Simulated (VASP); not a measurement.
# HfO2 (R-3m) in VASP: a series of runs

Runs on HfO2. Level: PBE. Tasks: single point.

All numbers are computed with VASP 6.6.1; they aren't measurements. Logs are shortened: lines on timing, memory, paths and dates and some standing lists are left out, and cuts for length are marked.

**1. The cell of the first run**

The structure is trigonal, space group R-3m (No. 166). The conventional cell has a = 3.818 Å, b = 3.818 Å, c = 8.290 Å, α = 90.00°, β = 90.00°, γ = 120.00°. Within 2.7 Å of Hf (site symmetry -3m) lie 8 O at 2.07 to 2.31 Å. O (site symmetry 3m) has 4 Hf at 2.07 to 2.31 Å and 6 O at 2.60 Å within 2.7 Å.

**2. Single point, PBE (11.63 Å³/atom)**

Input file INCAR:

```
ALGO = Normal
EDIFF = 1E-6
ENCUT = 520
GGA = PE
ISIF = 2
ISMEAR = 0
LASPH = True
LCHARG = True
LELF = True
LREAL = False
LVHAR = True
LWAVE = False
NBANDS = 18
NELM = 80
PREC = Accurate
SIGMA = 0.05
```

Input file KPOINTS:

```
k-points
0
Gamma
  8 8 8
```

Input file POSCAR:

```
HfO2
1.0
   -0.2044662819      2.4953525815      2.4953525815
    2.4953525815     -0.2044662819      2.4953525815
    2.4953525815      2.4953525815     -0.2044662819
Hf O
1 2
Direct
    0.0000000000      0.0000000000      0.0000000000
    0.2500000000      0.2500000000      0.2500000000
    0.7500000000      0.7500000000      0.7500000000
```

Potentials or basis: VASP PAW PBE potentials, release 64 (Hf_pv, O).

Run with:

```console
$ cat potpaw_PBE.64/Hf_pv/POTCAR potpaw_PBE.64/O/POTCAR > POTCAR
$ mpirun -np 1 vasp_std > vasp.out
```

OUTCAR:

```text
EDIFF = 1E-6
   ENCUT = 520
   GGA = PE
   ISIF = 2
   ISMEAR = 0
   LASPH = True
   LREAL = False
   NELM = 80
   PREC = Accurate

 ion  position               nearest neighbor table
   1  0.000  0.000  0.000-   2 2.07   3 2.07   3 2.31   3 2.31   3 2.31   2 2.31   2 2.31   2 2.31

   2  0.250  0.250  0.250-   1 2.07   1 2.31   1 2.31   1 2.31
   3  0.750  0.750  0.750-   1 2.07   1 2.31   1 2.31   1 2.31

  LATTYP: Found a trigonal (rhomboedric) cell.
 ALAT       =     3.5348798385
 COS(alpha) =     0.4166624355

  Lattice vectors:

 A1 = (  -0.2044662819,   2.4953525815,   2.4953525815)
 A2 = (   2.4953525815,  -0.2044662819,   2.4953525815)
 A3 = (   2.4953525815,   2.4953525815,  -0.2044662819)

Analysis of symmetry for initial positions (statically):
=====================================================================
 Subroutine PRICEL returns:
 Original cell was already a primitive cell.

 Routine SETGRP: Setting up the symmetry group for a
 trigonal (rhombohedral) supercell.

 Subroutine GETGRP returns: Found 12 space group operations
 (whereof 12 operations were pure point group operations)
 out of a pool of 12 trial point group operations.

The static configuration has the point symmetry D_3d.

Analysis of symmetry for dynamics (positions and initial velocities):
=====================================================================
 Subroutine PRICEL returns:
 Original cell was already a primitive cell.

 Routine SETGRP: Setting up the symmetry group for a
 trigonal (rhombohedral) supercell.

 Subroutine GETGRP returns: Found 12 space group operations
 (whereof 12 operations were pure point group operations)
 out of a pool of 12 trial point group operations.

The dynamic configuration has the point symmetry D_3d.

 Subroutine INISYM returns: Found 12 space group operations
 (whereof 12 operations are pure point group operations),
 and found     1 'primitive' translations

----------------------------------------------------------------------------------------

                                     Primitive cell

  volume of cell :      34.8870

[... 83 lines left out ...]
   ICHARG =      2    charge: 1-file 2-atom 10-const
   ISPIN  =      1    spin polarized calculation?
   LNONCOLLINEAR =      F non collinear calculations
   LSORBIT =      F    spin-orbit coupling
   LASPH  =      T    aspherical Exc in radial PAW
   ENCUT  =  520.0 eV  38.22 Ry    6.18 a.u.   6.57  6.57  6.57*2*pi/ulx,y,z
   NELM   =     80;   NELMIN=  2; NELMDL= -5     # of ELM steps
   EDIFF  = 0.1E-05   stopping-criterion for ELM
   LREAL  =      F    real-space projection
   EDIFFG = 0.1E-04   stopping-criterion for IOM
   NSW    =      0    number of steps for IOM
   IBRION =     -1    ionic relax: 0-MD 1-quasi-New 2-CG
   NFREE  =      0    steps in history (QN), initial steepest desc. (CG)
   ISIF   =      2    stress and relaxation
   ISYM   =      2    0-nonsym 1-usesym 2-fastsym
   POTIM  = 0.5000    time-step for ionic-motion
   TEBEG  =    0.0;   TEEND  =   0.0 temperature during run
   PSTRESS=    0.0 pullay stress
   NELECT =      22.0000    total number of electrons
   NUPDOWN=      -1.0000    fix difference up-down
   EMIN   =  10.00;   EMAX   =-10.00  energy-range for DOS
   EFERMI =   0.00;   METHOD = LEGACY
   ISMEAR =     0;   SIGMA  =   0.05  broadening in eV -4-tet -1-fermi 0-gaus
   EFERMI_NEDOS =   21; number of points for ismear=-14 and -15
   IALGO  =     38    algorithm
   IMIX   =      4    mixing-type and parameters
     AMIX     =   0.40;   BMIX     =  1.00
     AMIX_MAG =   1.60;   BMIX_MAG =  1.00
  volume/ion in A,a.u.               =      11.63        78.48
  Fermi-wavevector in a.u.,A,eV,Ry     =   1.403873  2.652935 26.815174  1.970860
  Thomas-Fermi vector in A             =   2.526491
   LORBIT       =      0    0 simple, 1 ext, 2 COOP (PROOUT), +10 PAW based schemes
   GGA     = PE    functional components
   LHFCALC =     F    Hartree Fock is set to
   AEXX    =    0.0000 exact exchange contribution
   IVDW    =     0    specifies the selected vdW correction
   LEPSILON=     F    determine dielectric tensor
   LRPA    =     F    only Hartree local field effects (RPA)
 non-spin polarized calculation
 Gauss-broadening in eV      SIGMA  =   0.05
  energy-cutoff  :      520.00
  volume of cell :       34.89
 maximum number of plane-waves:       950
 NGX is ok and might be reduce to    28
   NGX = 13   NGY = 13   NGZ = 13

 number of electron      22.0000005 magnetization

 Free energy of the ion-electron system (eV)
  ---------------------------------------------------
  ext. energy  EPLUGINS =         0.00000000
  ---------------------------------------------------
  free energy    TOTEN  =       -29.97103796 eV

  energy without entropy =      -29.97103796  energy(sigma->0) =      -29.97103796

 E-fermi :   3.8984     XC(G=0): -11.4695

 val. band max:        3.6195453149   @ k =   0.5000   0.5000   0.0000
 cond. band min:       7.3786294952   @ k =   0.5000   0.5000   0.0000
 fundamental gap:      3.7590841804
 Fermi energy:         3.8984427770

 k-point     1 :       0.0000    0.0000    0.0000
  band No.  band energies     occupation
      1     -26.2899      2.00000
      2     -26.2899      2.00000
      3     -26.2522      2.00000
      4     -14.6714      2.00000
      5     -11.9324      2.00000
      6      -1.3531      2.00000
[... 481 lines left out ...]
      5     -12.6408      2.00000
      6      -0.7286      2.00000
[... 10 lines left out ...]
     17      14.0645      0.00000
     18      15.6844      0.00000

 [... further k-points ...]

------------------------ aborting loop because EDIFF is reached ----------------------------------------

  FORCE on cell =-STRESS in cart. coord.  units (eV):
  Direction    XX          YY          ZZ          XY          YZ          ZX
  --------------------------------------------------------------------------------------
  -------------------------------------------------------------------------------------
  Total       -2.2359843     -2.2359843     -2.2359843      1.6604090      1.6604090      1.6604090
  in kB     -102.6870555   -102.6870555   -102.6870555     76.2538979     76.2538979     76.2538979
  external PRESSURE =    -102.6870555 kB  Pullay stress =       0.0000000 kB

 VOLUME and BASIS-vectors are now :
 -----------------------------------------------------------------------------
  energy-cutoff  :      520.00
  volume of cell :       34.89
      direct lattice vectors                 reciprocal lattice vectors
    -0.204466282  2.495352582  2.495352582    -0.177286039  0.193109180  0.193109180
     2.495352582 -0.204466282  2.495352582     0.193109180 -0.177286039  0.193109180
     2.495352582  2.495352582 -0.204466282     0.193109180  0.193109180 -0.177286039

 POSITION                                       TOTAL-FORCE (eV/Angst)
 -----------------------------------------------------------------------------------
      0.00000      0.00000      0.00000         0.000000      0.000000      0.000000
      1.19656      1.19656      1.19656         0.586701      0.586701      0.586701
      3.58968      3.58968      3.58968        -0.586701     -0.586701     -0.586701
 -----------------------------------------------------------------------------------
    total drift:                                0.000000      0.000000      0.000000

  FREE ENERGIE OF THE ION-ELECTRON SYSTEM (eV)
  ---------------------------------------------------
  free  energy   TOTEN  =       -29.9710379635 eV

  energy  without entropy=      -29.9710379635  energy(sigma->0) =      -29.97103796
```

stdout:

```text
POSCAR found type information on POSCAR HfO
 POSCAR found :  2 types and       3 ions
 scaLAPACK will be used
 LDA part: xc-table for (Slater+PW92), standard interpolation
 POSCAR, INCAR and KPOINTS ok, starting setup
 FFT: planning ... GRIDC
 FFT: planning ... GRID_SOFT
 FFT: planning ... GRID
 WAVECAR not read
 entering main loop
```

Run time: 57 s. Hardware: 1 thread of Intel Xeon 8259CL, shared host; peak memory 0.18 GiB.

Results:

```
Free energy            : -29.9710 eV
Pressure               : -10.3 GPa
Largest force          : 1.016 eV/Å
Band gap on the k mesh : 3.76 eV
```

Forces in eV/Å, atoms in the order of the input:
```
Hf   0.000  0.000  0.000
O    0.587  0.587  0.587
O   -0.587 -0.587 -0.587
```

Stress tensor (GPa, compression positive):
```
-10.27   7.63   7.63
  7.63 -10.27   7.63
  7.63   7.63 -10.27
```

Caveat: the cell stands under tension; spin-orbit coupling is left out, which moves the levels of the heavy elements; forces of over 1 eV/Å act on the atoms, so gaps and moduli don't describe the material at rest. A k mesh can miss the band edges.

**3. Single point, PBE (11.63 Å³/atom)**

Input file INCAR:

```
ALGO     = Normal         # electronic algorithm
EDIFF    = 1E-6           # SCF threshold, eV
ENCUT    = 520            # plane-wave cutoff, eV
GGA      = PE             # functional
ISIF     = 2              # what is computed and relaxed
ISMEAR   = 0              # smearing method
LASPH    = True           # aspherical terms in the spheres
LCHARG   = False          # write CHGCAR
LREAL    = False          # projectors in reciprocal space
LWAVE    = False          # write WAVECAR
NBANDS   = 18             # bands
NELM     = 60             # most SCF steps
PREC     = Accurate       # precision mode
SIGMA    = 0.05           # smearing width, eV
```

KPOINTS is that of step 2.

Input file POSCAR:

```
HfO2
1.0
    0.2129181141      2.7041596991      2.7041596991
    2.7041596991      0.2129181141      2.7041596991
    2.7041596991      2.7041596991      0.2129181141
Hf O
1 2
Direct
    0.0000000000      0.0000000000      0.0000000000
    0.2500000000      0.2500000000      0.2500000000
    0.7500000000      0.7500000000      0.7500000000
```

Potentials or basis: VASP PAW PBE potentials, release 64 (Hf_pv, O).

Run with:

```console
$ cat potpaw_PBE.64/Hf_pv/POTCAR potpaw_PBE.64/O/POTCAR > POTCAR
$ mpirun -np 1 vasp_std > vasp.out
```

It took 57 s on 1 thread of Intel Xeon 8259CL, shared host; peak memory 0.18 GiB.

It converged, with:

```
Free energy            : -30.0535 eV
Pressure               : -11.4 GPa
Largest force          : 0.158 eV/Å
Band gap on the k mesh : 3.73 eV
```

Forces on the atoms (eV/Å):
```
Hf   0.000  0.000  0.000
O   -0.091 -0.091 -0.091
O    0.091  0.091  0.091
```

Stress tensor (GPa, compression positive):
```
-11.42  -2.77  -2.77
 -2.77 -11.42  -2.77
 -2.77  -2.77 -11.42
```

Levels at points of the mesh, in eV from the valence-band top:
| k point | band 7 | band 8 | band 9 | band 10 | band 11 | band 12 | band 13 | band 14 | band 15 | band 16 |
| --- | --- | --- | --- | --- | --- | --- | --- | --- | --- | --- |
| (0.00, 0.00, 0.00) | -4.82 | -4.82 | -0.60 | -0.60 | -0.34 | 3.84 | 3.84 | 5.31 | 8.99 | 10.03 |
| (0.50, 0.00, 0.00) | -3.83 | -3.09 | -2.50 | -1.77 | -1.60 | 4.33 | 4.89 | 6.60 | 8.10 | 9.00 |
| (0.50, 0.50, 0.00) | -3.42 | -2.94 | -1.91 | -0.92 | 0.00 | 3.73 | 5.36 | 5.53 | 7.65 | 8.43 |
| (0.50, 0.50, 0.50) | -4.09 | -2.64 | -2.52 | -1.54 | -1.54 | 4.29 | 4.29 | 5.45 | 8.98 | 9.29 |

Caveat: the cell stands under tension; spin-orbit coupling is left out, which moves the levels of the heavy elements.
